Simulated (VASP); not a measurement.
A run of VASP 6.6.1 is set up as follows.

Contents of INCAR:

```
PREC = Accurate
ENCUT = 500
EDIFF = 1E-6
ISMEAR = 0
SIGMA = 0.05
LREAL = F
LASPH = T
NELM = 120
ALGO = Normal
ISIF = 2
LWAVE = F
LCHARG = F
GGA = RP
NBANDS = 16
GGA_COMPAT = F
```

KPOINTS

```
regular mesh
0
Gamma
  8 8 8
```

POSCAR

```
InP
1.0
    0.0000000000      2.7540940590      2.7540940590
    2.7540940590      0.0000000000      2.7540940590
    2.7540940590      2.7540940590      0.0000000000
In P
1 1
Direct
    0.0000000000      0.0000000000      0.0000000000
    0.5000000000      0.5000000000      0.5000000000
```

Potentials or basis: VASP PAW PBE potentials, release 64 (In_d, P).

Command:

```console
$ cat potpaw_PBE.64/In_d/POTCAR potpaw_PBE.64/P/POTCAR > POTCAR
$ mpirun -np 1 vasp_std > vasp.out
```

Problem. Predict the band gap on the k mesh.

Solution. Zero (band 9 reaches 7.64 eV, above the bottom of band 10 at 4.97 eV).

Problem. What does it give for the pressure?

Solution. 3.0 GPa.

Caveat: the PAW data sets were made with another functional, which shifts forces and pressure a little; spin-orbit coupling is left out, which moves the levels of the heavy elements.
